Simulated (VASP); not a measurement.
A run of VASP 6.6.1 is set up as follows.

INCAR

```
PREC = Accurate ; ENCUT = 520
EDIFF = 1E-7 ; ISMEAR = 0
SIGMA = 0.1 ; LREAL = False
LASPH = True ; NELM = 60
ALGO = Fast ; ISIF = 2
LWAVE = False ; LCHARG = False
GGA = PE ; NBANDS = 17
```

KPOINTS

```
Automatic mesh
0
Gamma
  18 18 18
```

POSCAR

```
CsSc
1.0
    1.8252124631      1.0537869069      7.0198220360
   -1.8252124631      1.0537869069      7.0198220360
    0.0000000000     -2.1075738138      7.0198220360
Cs Sc
1 1
Direct
    0.0000000000      0.0000000000      0.0000000000
    0.5000000000      0.5000000000      0.5000000000
```

Potentials or basis: VASP PAW PBE potentials, release 64 (Cs_sv, Sc_sv).

Launch:

```sh
$ cat potpaw_PBE.64/Cs_sv/POTCAR potpaw_PBE.64/Sc_sv/POTCAR > POTCAR
$ mpirun -np 1 vasp_std > vasp.out
```

(1) Predict the pressure.

(2) What does it give for the band gap on the k mesh?

## Answers

(1) 0.1 GPa.

(2) zero (bands 10 and 11 overlap by 0.43 eV).

Caveat: spin-orbit coupling is left out, which moves the levels of the heavy elements.
